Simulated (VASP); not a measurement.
The system is SiNi.

```xyz
8
Lattice="5.1731 0.0000 0.0000 0.0000 3.3381 0.0000 0.0000 0.0000 5.6049" Properties=species:S:1:pos:R:3 pbc="T T T"
Ni    5.1328    2.5036    4.5539
Ni    2.6268    0.8345    1.7514
Ni    2.5463    2.5036    3.8535
Ni    0.0403    0.8345    1.0510
Si    3.5111    0.8345    5.1425
Si    4.2486    2.5036    2.3400
Si    0.9245    0.8345    3.2649
Si    1.6620    2.5036    0.4624
```

Base run:

* Program: VASP 6.6.1
* Functional: r2SCAN
* Potentials or basis: VASP PAW PBE potentials, release 64 (Ni, Si)
* Cutoff: 520 eV
* k mesh: 5 × 8 × 5
* Occupations: fermi-dirac, width 0.05 eV
* Spin: collinear spin, ferromagnetic start
* Starting moments: [1.0, 1.0, 1.0, 1.0, 0.0, 0.0, 0.0, 0.0] μB

Its results: band gap on the k mesh zero (filled and empty bands overlap); pressure -3.2 GPa; net moment 0.00 μB per cell; largest force 0.141 eV/Å.

Q: The run is repeated on the same cell with these changes: functional from r2SCAN to PBE; occupations from fermi-dirac, width 0.05 eV to gaussian, width 0.013 eV. What comes out?

A: Band gap on the k mesh zero (filled and empty bands overlap); pressure 1.7 GPa; net moment 0.00 μB per cell; largest force 0.057 eV/Å.

Caveats: the moments typed at the start vanished in this run; the cell stands under tension (at least some runs); the PAW data sets were made with another functional, which shifts forces and pressure a little (at least some runs).
